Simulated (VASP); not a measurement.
SiC, 2 atoms in the cell. The structure is cubic, space group Fm-3m (No. 225). Conventional cell: a = 4.057 Å, b = 4.057 Å, c = 4.057 Å, α = 90.00°, β = 90.00°, γ = 90.00°. Within 2.7 Å of Si (site symmetry m-3m) lie 6 C at 2.03 Å. C (site symmetry m-3m) has 6 Si at 2.03 Å within 2.7 Å. 

* Program: VASP 6.6.1
* Task: single point
* Functional: PBE
* Potentials or basis: VASP PAW PBE potentials, release 64 (Si, C)
* Cutoff: 520 eV
* k mesh: 24 × 24 × 24
* Occupations: gaussian, width 0.1 eV
* Spin: no spin polarisation
* Dipole correction: no
* Further INCAR settings: ALGO = Normal; EDIFF = 1e-06; NBANDS = 11

Potentials or basis: VASP PAW PBE potentials, release 64 (Si, C).

Command:

```sh
$ cat potpaw_PBE.64/Si/POTCAR potpaw_PBE.64/C/POTCAR > POTCAR
$ mpirun -np 1 vasp_std > vasp.out
```

Hardware: 1 thread of AMD EPYC 7R13, on a shared host.

Question: How long does it take, and how much memory?

Answer: Wall time 100 s on 1 thread of AMD EPYC 7R13, on a shared host, peak memory 0.16 GiB. Counts: scf iterations 12, k points 413.
